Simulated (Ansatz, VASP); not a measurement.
## Two plane-wave programs on Ni

```
Ni
1.0
     2.59177    0.00000    0.00000
    -1.29589    2.24454    0.00000
     0.00000    0.00000    4.26437
Ni
2
Direct
  0.33333 0.66667 0.25000
  0.66667 0.33333 0.75000
```

Alike in both runs: task single point; functional BLYP; k mesh 16 × 16 × 9; occupations fermi-dirac, width 0.05 eV; collinear spin.

|  | VASP | Ansatz |
| --- | --- | --- |
| version | VASP 6.6.1 | Ansatz 0.2.0 |
| potentials or method | VASP PAW PBE potentials, release 64 (Ni), cutoff 520 eV | plane waves (420 eV) with PAW, scalar-relativistic |
| valence electrons in the cell | 20 | 36 |

```csv
,VASP,Ansatz,Ansatz less VASP
pressure (GPa),-10.5,-10.6,-0.18
"traceless stress, the component that is largest in VASP (GPa)",0.21,0.12,-0.095
net moment per atom (μB),0.63,0.66,+0.031
size of the moment on the site where the two differ most (μB),0.65,0.70,+0.050
```

VASP's potentials were made for PBE, not for BLYP. Site moments also hang on the region over which each program counts them. With one functional, cell and mesh, what is left measures potentials, basis and numerics. VASP's potentials hold 20 valence electrons a cell and Ansatz's 36, so a difference there can come from the potentials and not from the codes.
